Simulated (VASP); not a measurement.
# Zn (Immm) in VASP: a series of runs

The runs below take Zn through single point, with LDA.

Program: VASP 6.6.1. These are calculated values, not measurements. Logs are shortened: lines on timing, memory, paths and dates and some standing lists are left out, and cuts for length are marked.

## (1) The cell of the first run

Symmetry: Immm, No. 71, orthorhombic system. The conventional cell has a = 3.011 Å, b = 3.051 Å, c = 3.092 Å, α = 90.00°, β = 90.00°, γ = 90.00°. Within 3.5 Å of Zn (site symmetry mmm) lie 14 Zn at 2.64 to 3.09 Å.

## (2) Single point, LDA (normal strain along x +0.0133, normal strain along z +0.0267)

The input, INCAR:

```
SYSTEM = Zn
PREC     = Accurate       ! precision mode
ENCUT    = 520            ! plane-wave cutoff, eV
EDIFF    = 1E-6           ! SCF threshold, eV
ISMEAR   = 0              ! smearing method
SIGMA    = 0.15           ! smearing width, eV
LREAL    = .FALSE.        ! projectors in reciprocal space
LASPH    = .TRUE.         ! aspherical terms in the spheres
NELM     = 80             ! most SCF steps
ALGO     = Fast           ! electronic algorithm
ISIF     = 2              ! what is computed and relaxed
LWAVE    = .FALSE.        ! write WAVECAR
LCHARG   = .TRUE.         ! write CHGCAR
LELF     = .TRUE.         ! ELF
LVHAR    = .TRUE.       
NBANDS   = 12             ! bands
```

The input, KPOINTS:

```
regular mesh
0
G
  20 20 20
  0 0 0
```

The input, POSCAR:

```
Zn
1.0
   -1.5256636816      1.5056386871      1.5458392400
    1.5256636816     -1.5056386871      1.5458392400
    1.5256636816      1.5056386871     -1.5458392400
Zn
1
Direct
    0.0000000000      0.0000000000      0.0000000000
```

Potentials or basis: VASP PAW LDA potentials, release 64 (Zn).

Launch:

```console
$ cat potpaw_LDA.64/Zn/POTCAR > POTCAR
$ mpirun -np 1 vasp_std > vasp.out
```

OUTCAR:

```text
SYSTEM = Zn
   PREC = Accurate
   ENCUT = 520
   EDIFF = 1E-6
   ISMEAR = 0
   LREAL = .FALSE.
   LASPH = .TRUE.
   NELM = 80
   ISIF = 2

 ion  position               nearest neighbor table
   1  0.000  0.000  0.000-

  LATTYP: Found a body centered orthorhombic cell.
 ALAT       =     3.0112773742
 B/A-ratio  =     1.0133000000
 C/A-ratio  =     1.0267000000

  Lattice vectors:

 A1 = (   1.5256636816,  -1.5056386871,  -1.5458392400)
 A2 = (  -1.5256636816,   1.5056386871,  -1.5458392400)
 A3 = (   1.5256636816,   1.5056386871,   1.5458392400)

Analysis of symmetry for initial positions (statically):
=====================================================================
 Subroutine PRICEL returns:
 Original cell was already a primitive cell.

 Routine SETGRP: Setting up the symmetry group for a
 body centered orthorhombic supercell.

 Subroutine GETGRP returns: Found  8 space group operations
 (whereof  8 operations were pure point group operations)
 out of a pool of  8 trial point group operations.

The static configuration has the point symmetry D_2h.

Analysis of symmetry for dynamics (positions and initial velocities):
=====================================================================
 Subroutine PRICEL returns:
 Original cell was already a primitive cell.

 Routine SETGRP: Setting up the symmetry group for a
 body centered orthorhombic supercell.

 Subroutine GETGRP returns: Found  8 space group operations
 (whereof  8 operations were pure point group operations)
 out of a pool of  8 trial point group operations.

The dynamic configuration has the point symmetry D_2h.

 Subroutine INISYM returns: Found  8 space group operations
 (whereof  8 operations are pure point group operations),
 and found     1 'primitive' translations

----------------------------------------------------------------------------------------

                                     Primitive cell

  volume of cell :      14.2038

  direct lattice vectors                    reciprocal lattice vectors
    -1.525663682  1.505638687  1.545839240     0.000000000  0.332084984  0.323448899
     1.525663682 -1.505638687  1.545839240     0.327726226  0.000000000  0.323448899
     1.525663682  1.505638687 -1.545839240     0.327726226  0.332084984  0.000000000

  length of vectors
     2.642766823  2.642766823  2.642766823     0.463572677  0.460460280  0.466567161

  position of ions in fractional coordinates (direct lattice)
     0.000000000  0.000000000  0.000000000

  ion indices of the primitive-cell ions
   primitive index   ion index
                 1           1

[... 75 lines left out ...]
   IBRION =     -1    ionic relax: 0-MD 1-quasi-New 2-CG
   NFREE  =      0    steps in history (QN), initial steepest desc. (CG)
   ISIF   =      2    stress and relaxation
   ISYM   =      2    0-nonsym 1-usesym 2-fastsym
   POTIM  = 0.5000    time-step for ionic-motion
   TEBEG  =    0.0;   TEEND  =   0.0 temperature during run
   PSTRESS=    0.0 pullay stress
   NELECT =      12.0000    total number of electrons
   NUPDOWN=      -1.0000    fix difference up-down
   EMIN   =  10.00;   EMAX   =-10.00  energy-range for DOS
   EFERMI =   0.00;   METHOD = LEGACY
   ISMEAR =     0;   SIGMA  =   0.15  broadening in eV -4-tet -1-fermi 0-gaus
   EFERMI_NEDOS =   21; number of points for ismear=-14 and -15
   IALGO  =     68    algorithm
   IMIX   =      4    mixing-type and parameters
     AMIX     =   0.40;   BMIX     =  1.00
     AMIX_MAG =   1.60;   BMIX_MAG =  1.00
  volume/ion in A,a.u.               =      14.20        95.85
  Fermi-wavevector in a.u.,A,eV,Ry     =   1.547631  2.924598 32.588133  2.395160
  Thomas-Fermi vector in A             =   2.652696
   LORBIT       =      0    0 simple, 1 ext, 2 COOP (PROOUT), +10 PAW based schemes
   GGA     = CA    functional components
   LHFCALC =     F    Hartree Fock is set to
   AEXX    =    0.0000 exact exchange contribution
   IVDW    =     0    specifies the selected vdW correction
   LEPSILON=     F    determine dielectric tensor
   LRPA    =     F    only Hartree local field effects (RPA)
 non-spin polarized calculation
 RMM-DIIS sequential band-by-band and
 Gauss-broadening in eV      SIGMA  =   0.15
  energy-cutoff  :      520.00
  volume of cell :       14.20
 maximum number of plane-waves:       398
   NGX =  9   NGY =  9   NGZ =  9

 number of electron      11.9999985 magnetization

 Free energy of the ion-electron system (eV)
  ---------------------------------------------------
  ext. energy  EPLUGINS =         0.00000000
  ---------------------------------------------------
  free energy    TOTEN  =        -1.77608776 eV

  energy without entropy =       -1.77297911  energy(sigma->0) =       -1.77453344

 E-fermi :   3.5458     XC(G=0): -12.2686

 val. band max:        3.5361271685   @ k =  -0.4500  -0.4500   0.2000
 cond. band min:       3.5480926772   @ k =  -0.3500  -0.4500   0.2000
 fundamental gap:      0.0119655088
 Fermi energy:         3.5458320135

 k-point     1 :       0.0000    0.0000    0.0000
  band No.  band energies     occupation
      1      -7.5493      2.00000
      2      -4.6232      2.00000
      3      -4.5944      2.00000
      4      -4.5678      2.00000
      5      -4.0345      2.00000
      6      -3.9910      2.00000
      7      23.4147      0.00000
      8      23.5297      0.00000
      9      23.8271      0.00000
     10      24.8564      0.00000
     11      25.1913      0.00000
     12      25.3667      0.00000
[... 331 lines left out ...]
 k-point    24 :      -0.4000    0.0500   -0.0000
  band No.  band energies     occupation
      1      -5.3087      2.00000
      2      -4.8916      2.00000
      3      -4.0843      2.00000
      4      -3.9812      2.00000
      5      -3.8212      2.00000
      6      -2.1529      2.00000
      7       6.4408      0.00000
      8      15.3994      0.00000
      9      16.7536      0.00000
     10      20.6166      0.00000
     11      22.1246      0.00000
     12      28.4678      0.00000

 [... further k-points ...]
[... 5 lines left out ...]
  --------------------------------------------------------------------------------------
  -------------------------------------------------------------------------------------
  Total       -0.2571904     -0.2964288     -0.1844053     -0.0000000      0.0000000      0.0000000
  in kB      -29.0109189    -33.4369778    -20.8008019     -0.0000000      0.0000000      0.0000000
  external PRESSURE =     -27.7495662 kB  Pullay stress =       0.0000000 kB

 VOLUME and BASIS-vectors are now :
 -----------------------------------------------------------------------------
  energy-cutoff  :      520.00
  volume of cell :       14.20
      direct lattice vectors                 reciprocal lattice vectors
    -1.525663682  1.505638687  1.545839240     0.000000000  0.332084984  0.323448899
     1.525663682 -1.505638687  1.545839240     0.327726226  0.000000000  0.323448899
     1.525663682  1.505638687 -1.545839240     0.327726226  0.332084984  0.000000000

 POSITION                                       TOTAL-FORCE (eV/Angst)
 -----------------------------------------------------------------------------------
      0.00000      0.00000      0.00000         0.000000      0.000000     -0.000000
 -----------------------------------------------------------------------------------
    total drift:                                0.000000      0.000000      0.000000

  FREE ENERGIE OF THE ION-ELECTRON SYSTEM (eV)
  ---------------------------------------------------
  free  energy   TOTEN  =        -1.7760877608 eV

  energy  without entropy=       -1.7729791107  energy(sigma->0) =       -1.77453344
```

OSZICAR:

```text
N       E                     dE             d eps       ncg     rms          rms(c)
DAV:   1     0.415615586490E+02    0.41562E+02   -0.65420E+03 29184   0.161E+03
DAV:   2    -0.656740337942E+00   -0.42218E+02   -0.39566E+02 29144   0.215E+02
DAV:   3    -0.191122298338E+01   -0.12545E+01   -0.12525E+01 32104   0.369E+01
DAV:   4    -0.191396040043E+01   -0.27374E-02   -0.27373E-02 30700   0.166E+00
DAV:   5    -0.191396237229E+01   -0.19719E-05   -0.19721E-05 31584   0.439E-02    0.333E+00
RMM:   6    -0.179012653360E+01    0.12384E+00   -0.27068E-01 34319   0.698E+00    0.251E+00
RMM:   7    -0.178098026721E+01    0.91463E-02   -0.10735E-02 35672   0.159E+00    0.121E+00
RMM:   8    -0.177614424649E+01    0.48360E-02   -0.21454E-03 33672   0.375E-01    0.668E-02
RMM:   9    -0.177609382365E+01    0.50423E-04   -0.45024E-04 36505   0.328E-01    0.552E-02
RMM:  10    -0.177608797380E+01    0.58499E-05   -0.19679E-05 35777   0.470E-02    0.398E-03
RMM:  11    -0.177608776083E+01    0.21297E-06   -0.22321E-06 27284   0.145E-02
   1 F= -.17760878E+01 E0= -.17745334E+01  d E =-.310865E-02
```

stdout:

```text
POSCAR found type information on POSCAR Zn
 POSCAR found :  1 types and       1 ions
 scaLAPACK will be used
 LDA part: xc-table for (Slater(with rela. corr.)+CA(PZ))
 , standard interpolation
 POSCAR, INCAR and KPOINTS ok, starting setup
 FFT: planning ... GRIDC
 FFT: planning ... GRID_SOFT
 FFT: planning ... GRID
 WAVECAR not read
 entering main loop
WARNING in EDDRMM: call to ZHEGV failed, returncode =   8  4     12
WARNING in EDDRMM: call to ZHEGV failed, returncode =   8  4     10
WARNING in EDDRMM: call to ZHEGV failed, returncode =   8  4     10
WARNING in EDDRMM: call to ZHEGV failed, returncode =   6  3     10
WARNING in EDDRMM: call to ZHEGV failed, returncode =   8  4     10
```

Run time: 1.9 min. Hardware: 1 thread of Intel Xeon 6975P-C (Granite Rapids), shared host; peak memory 0.28 GiB.

What came out:

| Property | Result |
| --- | --- |
| Free energy | -1.7761 eV |
| Pressure | -2.8 GPa |
| Band gap on the k mesh | zero (band 6 reaches 7.35 eV, above the bottom of band 7 at 2.46 eV) |

Caveat: the cell differs from its parent crystal (normal strain along x +0.0133, normal strain along z +0.0267).

[end of part 1 of 2]
